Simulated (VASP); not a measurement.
# C (Fddd) in VASP: further runs, part 2 of 2

VASP 6.6.1. Earlier steps stand in the parts before.

**3. Single point, LDA**

File INCAR:

```
PREC = Accurate ; ENCUT = 910
EDIFF = 1E-6 ; ISMEAR = 0
SIGMA = 0.05 ; LREAL = False
LASPH = True ; NELM = 120
ALGO = Normal ; ISIF = 2
LWAVE = False ; LCHARG = False
NBANDS = 11 ; GGA_COMPAT = False
```

File KPOINTS:

```
Automatic mesh
0
Gamma
  12 12 12
```

File POSCAR:

```
C
1.0
    0.0000000000      1.8628874625      1.7039681529
    1.7304547045      0.0000000000      1.7039681529
    1.7304547045      1.8628874625      0.0000000000
C
2
Direct
    0.5000000000      0.5000000000      0.5000000000
    0.7500000000      0.7500000000      0.7500000000
```

Potentials or basis: VASP PAW LDA potentials, release 64 (C_h).

Launch:

```
cat potpaw_LDA.64/C_h/POTCAR > POTCAR
mpirun -np 1 vasp_std > vasp.out
```

OUTCAR:

```text
PREC = Accurate
   ENCUT = 910
   EDIFF = 1E-6
   ISMEAR = 0
   LREAL = False
   LASPH = True
   NELM = 120
   ISIF = 2

 ion  position               nearest neighbor table
   1  0.500  0.500  0.500-
   2  0.750  0.750  0.750-

  LATTYP: Found a face centered orthorhombic cell.
 ALAT       =     3.4079363058
 B/A-ratio  =     1.0155440415
 C/A-ratio  =     1.0932642487

  Lattice vectors:

 A1 = (   1.7304547045,   1.8628874625,   0.0000000000)
 A2 = (   0.0000000000,   1.8628874625,   1.7039681529)
 A3 = (   1.7304547045,   0.0000000000,   1.7039681529)

Analysis of symmetry for initial positions (statically):
=====================================================================
 Subroutine PRICEL returns:
 Original cell was already a primitive cell.

 Routine SETGRP: Setting up the symmetry group for a
 face centered orthorhombic supercell.

 Subroutine GETGRP returns: Found  8 space group operations
 (whereof  4 operations were pure point group operations)
 out of a pool of  8 trial point group operations.

The static configuration has the point symmetry D_2 .
 The point group associated with its full space group is D_2h.

Analysis of symmetry for dynamics (positions and initial velocities):
=====================================================================
 Subroutine PRICEL returns:
 Original cell was already a primitive cell.

 Routine SETGRP: Setting up the symmetry group for a
 face centered orthorhombic supercell.

 Subroutine GETGRP returns: Found  8 space group operations
 (whereof  4 operations were pure point group operations)
 out of a pool of  8 trial point group operations.

The dynamic configuration has the point symmetry D_2 .
 The point group associated with its full space group is D_2h.

 Subroutine INISYM returns: Found  8 space group operations
 (whereof  4 operations are pure point group operations),
 and found     1 'primitive' translations

----------------------------------------------------------------------------------------

                                     Primitive cell

  volume of cell :      10.9860

  direct lattice vectors                    reciprocal lattice vectors
     0.000000000  1.862887463  1.703968153    -0.288941397  0.268400540  0.293432714
     1.730454705  0.000000000  1.703968153     0.288941397 -0.268400540  0.293432714
     1.730454705  1.862887463  0.000000000     0.288941397  0.268400540 -0.293432714

  length of vectors
     2.524649909  2.428575910  2.542601656     0.491557462  0.491557462  0.491557462

  position of ions in fractional coordinates (direct lattice)
     0.500000000  0.500000000  0.500000000
     0.750000000  0.750000000  0.750000000

  ion indices of the primitive-cell ions
   primitive index   ion index
                 1           1
                 2           2

----------------------------------------------------------------------------------------

 KPOINTS: Automatic mesh

Automatic generation of k-mesh.
 Grid dimensions read from file:
 generate k-points for:   12   12   12

 Generating k-lattice:

  Cartesian coordinates                     Fractional coordinates (reciprocal lattice)
    -0.024078450  0.022366712  0.024452726     0.083333333 -0.000000000 -0.000000000
     0.024078450 -0.022366712  0.024452726     0.000000000  0.083333333  0.000000000
     0.024078450  0.022366712 -0.024452726     0.000000000  0.000000000  0.083333333

  Length of vectors
     0.040963122  0.040963122  0.040963122

  Shift w.r.t. Gamma in fractional coordinates (k-lattice)
     0.000000000  0.000000000  0.000000000

 Subroutine IBZKPT returns following result:
 ===========================================

 Found    280 irreducible k-points:

 Following reciprocal coordinates:
            Coordinates               Weight
  0.000000  0.000000  0.000000      1.000000
  0.083333  0.000000  0.000000      8.000000
  0.166667  0.000000  0.000000      8.000000
  0.250000  0.000000 -0.000000      8.000000
  0.333333  0.000000  0.000000      8.000000
  0.416667  0.000000 -0.000000      8.000000
[... 16 lines left out ...]
  0.500000  0.166667 -0.000000      8.000000
 -0.416667  0.166667  0.000000      8.000000
 [... further k-points ...]
   k-points           NKPTS =    280   k-points in BZ     NKDIM =    280   number of bands    NBANDS=     11
   number of dos      NEDOS =    301   number of ions     NIONS =      2
   total plane-waves  NPLWV =  18816
   dimension x,y,z NGX =    28 NGY =   24 NGZ =   28
   dimension x,y,z NGXF=    56 NGYF=   48 NGZF=   56
   ions per type =               2
   NGX,Y,Z   is equivalent  to a cutoff of  18.44, 16.43, 18.31 a.u.
   NGXF,Y,Z  is equivalent  to a cutoff of  36.88, 32.86, 36.62 a.u.
 SYSTEM =  unknown system
   PREC   = accura    normal or accurate (medium, high low for compatibility)
   ISTART =      0    job   : 0-new  1-cont  2-samecut
   ICHARG =      2    charge: 1-file 2-atom 10-const
   ISPIN  =      1    spin polarized calculation?
   LNONCOLLINEAR =      F non collinear calculations
   LSORBIT =      F    spin-orbit coupling
   LASPH  =      T    aspherical Exc in radial PAW
   ENCUT  =  910.0 eV  66.88 Ry    8.18 a.u.   6.21  5.97  6.25*2*pi/ulx,y,z
   NELM   =    120;   NELMIN=  2; NELMDL= -5     # of ELM steps
   EDIFF  = 0.1E-05   stopping-criterion for ELM
   LREAL  =      F    real-space projection
   EDIFFG = 0.1E-04   stopping-criterion for IOM
   NSW    =      0    number of steps for IOM
   IBRION =     -1    ionic relax: 0-MD 1-quasi-New 2-CG
   NFREE  =      0    steps in history (QN), initial steepest desc. (CG)
   ISIF   =      2    stress and relaxation
   ISYM   =      2    0-nonsym 1-usesym 2-fastsym
   POTIM  = 0.5000    time-step for ionic-motion
   TEBEG  =    0.0;   TEEND  =   0.0 temperature during run
   PSTRESS=    0.0 pullay stress
   NELECT =       8.0000    total number of electrons
   NUPDOWN=      -1.0000    fix difference up-down
   EMIN   =  10.00;   EMAX   =-10.00  energy-range for DOS
   EFERMI =   0.00;   METHOD = LEGACY
   ISMEAR =     0;   SIGMA  =   0.05  broadening in eV -4-tet -1-fermi 0-gaus
   EFERMI_NEDOS =   21; number of points for ismear=-14 and -15
   IALGO  =     38    algorithm
   IMIX   =      4    mixing-type and parameters
     AMIX     =   0.40;   BMIX     =  1.00
     AMIX_MAG =   1.60;   BMIX_MAG =  1.00
  volume/ion in A,a.u.               =       5.49        37.07
  Fermi-wavevector in a.u.,A,eV,Ry     =   1.472851  2.783284 29.514970  2.169289
  Thomas-Fermi vector in A             =   2.587815
   LORBIT       =      0    0 simple, 1 ext, 2 COOP (PROOUT), +10 PAW based schemes
   GGA     = CA    functional components
   LHFCALC =     F    Hartree Fock is set to
   AEXX    =    0.0000 exact exchange contribution
   IVDW    =     0    specifies the selected vdW correction
   LEPSILON=     F    determine dielectric tensor
   LRPA    =     F    only Hartree local field effects (RPA)
 non-spin polarized calculation
 Gauss-broadening in eV      SIGMA  =   0.05
  energy-cutoff  :      910.00
  volume of cell :       10.99
 maximum number of plane-waves:       702
 NGX is ok and might be reduce to    28

 number of electron       8.0000000 magnetization

 Free energy of the ion-electron system (eV)
  ---------------------------------------------------
  ext. energy  EPLUGINS =         0.00000000
  ---------------------------------------------------
  free energy    TOTEN  =       -20.11004348 eV

  energy without entropy =      -20.11004348  energy(sigma->0) =      -20.11004348

 E-fermi :  12.1477     XC(G=0): -13.8163

 val. band max:       11.9432101946   @ k =   0.0000   0.0000   0.0000
 cond. band min:      14.8269835489   @ k =   0.3333   0.3333   0.0000
 fundamental gap:      2.8837733544
 Fermi energy:        12.1476950708

 k-point     1 :       0.0000    0.0000    0.0000
  band No.  band energies     occupation
      1     -10.3630      2.00000
      2      10.4771      2.00000
      3      11.7481      2.00000
      4      11.9432      2.00000
      5      16.6592      0.00000
      6      16.8495      0.00000
      7      17.7580      0.00000
      8      25.5336      0.00000
      9      30.8977      0.00000
     10      35.5204      0.00000
     11      36.3639      0.00000
[... 309 lines left out ...]
 k-point    24 :      -0.4167    0.1667    0.0000
  band No.  band energies     occupation
      1      -4.0232      2.00000
      2      -1.2400      2.00000
      3       6.2241      2.00000
      4       7.3624      2.00000
      5      18.2483      0.00000
      6      21.1639      0.00000
      7      24.0437      0.00000
      8      26.7076      0.00000
      9      30.6414      0.00000
     10      36.1018      0.00000
     11      36.1223      0.00000

 [... further k-points ...]
[... 5 lines left out ...]
  --------------------------------------------------------------------------------------
  -------------------------------------------------------------------------------------
  Total        1.6385829     -3.7128697      2.4794865      0.0000000      0.0000000      0.0000000
  in kB      238.9685097   -541.4794362    361.6046480      0.0000000      0.0000000      0.0000000
  external PRESSURE =      19.6979072 kB  Pullay stress =       0.0000000 kB

 VOLUME and BASIS-vectors are now :
 -----------------------------------------------------------------------------
  energy-cutoff  :      910.00
  volume of cell :       10.99
      direct lattice vectors                 reciprocal lattice vectors
     0.000000000  1.862887463  1.703968153    -0.288941397  0.268400540  0.293432714
     1.730454705  0.000000000  1.703968153     0.288941397 -0.268400540  0.293432714
     1.730454705  1.862887463  0.000000000     0.288941397  0.268400540 -0.293432714

 POSITION                                       TOTAL-FORCE (eV/Angst)
 -----------------------------------------------------------------------------------
      1.73045      1.86289      1.70397         0.000000     -0.000000     -0.000000
      2.59568      2.79433      2.55595         0.000000      0.000000      0.000000
 -----------------------------------------------------------------------------------
    total drift:                                0.000000      0.000000     -0.000000

  FREE ENERGIE OF THE ION-ELECTRON SYSTEM (eV)
  ---------------------------------------------------
  free  energy   TOTEN  =       -20.1100434825 eV

  energy  without entropy=      -20.1100434825  energy(sigma->0) =      -20.11004348
```

OSZICAR:

```text
N       E                     dE             d eps       ncg     rms          rms(c)
DAV:   1     0.109700272089E+02    0.10970E+02   -0.66098E+03  6184   0.110E+03
DAV:   2    -0.199582739539E+02   -0.30928E+02   -0.29471E+02  8812   0.172E+02
DAV:   3    -0.209306577782E+02   -0.97238E+00   -0.96955E+00  7377   0.253E+01
DAV:   4    -0.209330482919E+02   -0.23905E-02   -0.23904E-02  6579   0.141E+00
DAV:   5    -0.209330513090E+02   -0.30171E-05   -0.30170E-05  7118   0.519E-02    0.508E+00
DAV:   6    -0.203250918579E+02    0.60796E+00   -0.32097E-01  6423   0.398E+00    0.271E+00
DAV:   7    -0.201101492162E+02    0.21494E+00   -0.38483E-01  6836   0.433E+00    0.357E-01
DAV:   8    -0.201100566219E+02    0.92594E-04   -0.88170E-03  6673   0.872E-01    0.295E-02
DAV:   9    -0.201100423135E+02    0.14308E-04   -0.41511E-05  7030   0.537E-02    0.141E-02
DAV:  10    -0.201100435680E+02   -0.12545E-05   -0.34206E-06  6889   0.169E-02    0.305E-03
DAV:  11    -0.201100434825E+02    0.85487E-07   -0.17227E-07  3472   0.398E-03
   1 F= -.20110043E+02 E0= -.20110043E+02  d E =-.889210E-12
```

Run time: 25 s. Hardware: 1 thread of Intel Xeon Platinum 8559C (Emerald Rapids), shared host; peak memory 0.18 GiB.

What came out:

* Free energy: -20.1100 eV
* Pressure: 2.0 GPa
* Band gap on the k mesh: 2.88 eV, indirect (least direct gap 4.72 eV)

Stress tensor (GPa, compression positive):
```
 23.90   0.00   0.00
  0.00 -54.15   0.00
  0.00   0.00  36.16
```

Caveat: the cell differs from its parent crystal (strain +e along x and -e along y -0.0375, strain +e along z and -e/2 along x and y -0.0350); the cutoff is under 1.25 times the usual one of these potentials, so pressure, stress and relaxed cells hold a basis-set (Pulay) error.

**4. Single point, LDA**

This run uses another cell than the first one, of the same volume but with other edges.

File INCAR:

```
SYSTEM = C
PREC = Accurate
ENCUT = 910
EDIFF = 1E-6
ISMEAR = 0
SIGMA = 0.05
LREAL = .FALSE.
LASPH = .TRUE.
NELM = 120
ALGO = Normal
ISIF = 2
LWAVE = .FALSE.
LCHARG = .FALSE.
GGA = CA
NBANDS = 11
GGA_COMPAT = .FALSE.
```

File KPOINTS:

```
Automatic mesh
0
G
  12 12 12
  0 0 0
```

File POSCAR:

```
C
1.0
    0.0000000000      1.9997346457      1.8275720603
    1.4700036137      0.0000000000      1.8275720603
    1.4700036137      1.9997346457      0.0000000000
C
2
Direct
    0.5000000000      0.5000000000      0.5000000000
    0.7500000000      0.7500000000      0.7500000000
```

Launch:

```
cat potpaw_LDA.64/C_h/POTCAR > POTCAR
mpirun -np 1 vasp_std > vasp.out
```

Wall time 53 s (1 thread of AMD EPYC 7R13 (Zen 3), shared host); peak memory 0.13 GiB.

Results (log left out):

```
Free energy            : -18.8341 eV
Pressure               : 13.1 GPa
Band gap on the k mesh : zero (band 4 reaches 14.02 eV, above the bottom of band 5 at 12.03 eV)
```

Stress tensor (GPa, compression positive):
```
 135.37    0.00    0.00
   0.00 -113.88    0.00
   0.00    0.00   17.77
```

Levels at points of the mesh, in eV from the Fermi level:
| k point | band 1 | band 2 | band 3 | band 4 | band 5 | band 6 | band 7 | band 8 | band 9 |
| --- | --- | --- | --- | --- | --- | --- | --- | --- | --- |
| (0.00, 0.00, 0.00) | -22.96 | -3.13 | -0.86 | 1.28 | 3.43 | 6.08 | 7.17 | 12.47 | 19.44 |
| (0.50, 0.00, 0.00) | -16.45 | -14.65 | -5.90 | -1.84 | 3.57 | 6.88 | 12.07 | 15.64 | 21.72 |
| (0.50, 0.50, 0.00) | -14.46 | -14.46 | -6.16 | -6.16 | 5.77 | 5.77 | 12.72 | 12.72 | 19.27 |
| (0.50, 0.00, 0.50) | -15.84 | -15.84 | -4.87 | -4.87 | 7.78 | 7.78 | 13.83 | 13.83 | 19.60 |
| (0.00, 0.50, 0.50) | -10.71 | -10.71 | -9.75 | -9.75 | 0.16 | 0.16 | 16.38 | 16.38 | 23.99 |

Caveat: the cell differs from its parent crystal (strain +e along x and -e along y -0.1500, strain +e along z and -e/2 along x and y +0.0350); the cutoff is under 1.25 times the usual one of these potentials, so pressure, stress and relaxed cells hold a basis-set (Pulay) error.

**5. Single point, LDA**

File INCAR:

```
SYSTEM = C
PREC     = Accurate       ! precision mode
ENCUT    = 910            ! plane-wave cutoff, eV
EDIFF    = 1E-6           ! SCF threshold, eV
ISMEAR   = 0              ! smearing method
SIGMA    = 0.05           ! smearing width, eV
LREAL    = .False.        ! projectors in reciprocal space
LASPH    = .True.         ! aspherical terms in the spheres
NELM     = 120            ! most SCF steps
ALGO     = Normal         ! electronic algorithm
ISIF     = 2              ! what is computed and relaxed
LWAVE    = .False.        ! write WAVECAR
LCHARG   = .True.         ! write CHGCAR
GGA      = CA             ! functional
LELF     = .True.         ! ELF
LVHAR    = .True.       
NBANDS   = 11             ! bands
GGA_COMPAT= .False.
```

File KPOINTS:

```
Automatic mesh
0
Gamma
  12 12 12
  0 0 0
```

File POSCAR:

```
C
1.0
    0.0000000000      1.8165359972      1.7966710835
    1.6841032392      0.0000000000      1.7966710835
    1.6841032392      1.8165359972      0.0000000000
C
2
Direct
    0.5000000000      0.5000000000      0.5000000000
    0.7500000000      0.7500000000      0.7500000000
```

Launch:

```
cat potpaw_LDA.64/C_h/POTCAR > POTCAR
mpirun -np 1 vasp_std > vasp.out
```

Run time: 22 s. Hardware: 1 thread of Intel Xeon 6975P-C (Granite Rapids), shared host; peak memory 0.16 GiB.

It converged, with:

- Free energy: -20.1617 eV
- Pressure: 1.6 GPa
- Band gap on the k mesh: 2.45 eV, indirect (least direct gap 4.44 eV)

Stress tensor (GPa, compression positive):
```
 43.13   0.00   0.00
  0.00 -25.21   0.00
  0.00   0.00 -13.18
```

Levels at points of the mesh, in eV from the valence-band top:
```csv
k point,band 1,band 2,band 3,band 4,band 5,band 6,band 7,band 8,band 9
"(0.00, 0.00, 0.00)",-22.41,-1.10,-0.90,0.00,4.44,5.24,5.37,13.55,18.81
"(0.50, 0.00, 0.00)",-16.36,-14.37,-4.15,-2.92,7.08,7.56,9.79,15.09,21.19
"(0.50, 0.50, 0.00)",-13.78,-13.78,-6.83,-6.83,4.59,4.59,16.05,16.05,22.34
"(0.50, 0.00, 0.50)",-13.95,-13.95,-6.67,-6.67,4.85,4.85,16.06,16.06,22.22
"(0.00, 0.50, 0.50)",-12.72,-12.72,-7.83,-7.83,3.02,3.02,16.62,16.62,23.46
```

Caveat: the cell differs from its parent crystal (strain +e along x and -e along y -0.0375, strain +e along z and -e/2 along x and y +0.0175); the cutoff is under 1.25 times the usual one of these potentials, so pressure, stress and relaxed cells hold a basis-set (Pulay) error. A k mesh can miss the band edges.

**6. Single point, LDA**

File INCAR:

```
  ALGO = Normal
  EDIFF = 1E-6
  ENCUT = 910
  GGA = CA
  GGA_COMPAT = F
  ISIF = 2
  ISMEAR = 0
  LASPH = T
  LCHARG = F
  LREAL = F
  LWAVE = F
  NBANDS = 11
  NELM = 120
  PREC = Accurate
  SIGMA = 0.05
```

File KPOINTS:

```
k-points
0
Gamma
  12 12 12
```

File POSCAR:

```
C
1.0
    0.0000000000      1.9180677783      1.8584730372
    1.5207695043      0.0000000000      1.8584730372
    1.5207695043      1.9180677783      0.0000000000
C
2
Direct
    0.5000000000      0.5000000000      0.5000000000
    0.7500000000      0.7500000000      0.7500000000
```

Potentials or basis: VASP PAW LDA potentials, release 64 (C_h).

Launch:

```
cat potpaw_LDA.64/C_h/POTCAR > POTCAR
mpirun -np 1 vasp_std > vasp.out
```

Run time: 21 s. Hardware: 1 thread of AMD EPYC 9R45 (Zen 5), shared host; peak memory 0.14 GiB.

It converged, with:

```yaml
Free_energy: -19.3697 eV
Pressure: 8.4 GPa
Band_gap_on_the_k_mesh: zero (band 4 reaches 13.45 eV, above the bottom of band 5 at 12.50 eV)
```

Stress tensor (GPa, compression positive):
```
116.06   0.00   0.00
  0.00 -67.21   0.00
  0.00   0.00 -23.65
```

Levels at points of the mesh, in eV from the Fermi level:
| k point | band 1 | band 2 | band 3 | band 4 | band 5 | band 6 | band 7 | band 8 | band 9 |
| --- | --- | --- | --- | --- | --- | --- | --- | --- | --- |
| (0.00, 0.00, 0.00) | -23.11 | -2.45 | -1.71 | 0.62 | 3.21 | 5.67 | 6.05 | 12.89 | 19.00 |
| (0.50, 0.00, 0.00) | -16.78 | -14.90 | -5.72 | -2.52 | 4.41 | 6.39 | 11.38 | 15.24 | 20.96 |
| (0.50, 0.50, 0.00) | -14.93 | -14.93 | -6.45 | -6.45 | 5.48 | 5.48 | 13.62 | 13.62 | 19.98 |
| (0.50, 0.00, 0.50) | -15.41 | -15.41 | -5.99 | -5.99 | 6.19 | 6.19 | 13.95 | 13.95 | 19.99 |
| (0.00, 0.50, 0.50) | -11.55 | -11.55 | -9.66 | -9.66 | 0.44 | 0.44 | 16.40 | 16.40 | 23.91 |

Caveat: the cell differs from its parent crystal (strain +e along x and -e along y -0.1125, strain +e along z and -e/2 along x and y +0.0525); the cutoff is under 1.25 times the usual one of these potentials, so pressure, stress and relaxed cells hold a basis-set (Pulay) error.

**7. Overview**

| cell | gap on the mesh (eV) | pressure (GPa) |
| --- | --- | --- |
| a = 2.660, b = 2.267, c = 2.612 Å, angles 65.6, 50.9, 63.4°, 2 atoms | none | 15.4 |
| a = 2.525, b = 2.429, c = 2.543 Å, angles 61.0, 57.3, 61.7°, 2 atoms | 2.88 | 2.0 |
| a = 2.709, b = 2.345, c = 2.482 Å, angles 68.2, 53.5, 58.3°, 2 atoms | none | 13.1 |
| a = 2.555, b = 2.463, c = 2.477 Å, angles 62.3, 58.6, 59.1°, 2 atoms | 2.45 | 1.6 |
| a = 2.671, b = 2.401, c = 2.448 Å, angles 66.8, 55.8, 57.4°, 2 atoms | none | 8.4 |

Alike in all rows: task single point; level LDA; potentials or basis VASP PAW LDA potentials, release 64 (C_h); no spin polarisation; k mesh 12 × 12 × 12; cutoff (eV) 910; smearing gaussian 0.05 eV.

Caveats: the cutoff is under 1.25 times the usual one of these potentials, so pressure, stress and relaxed cells hold a basis-set (Pulay) error.

Total energies depend on the potentials used, so only differences within one code and one set of settings carry meaning.
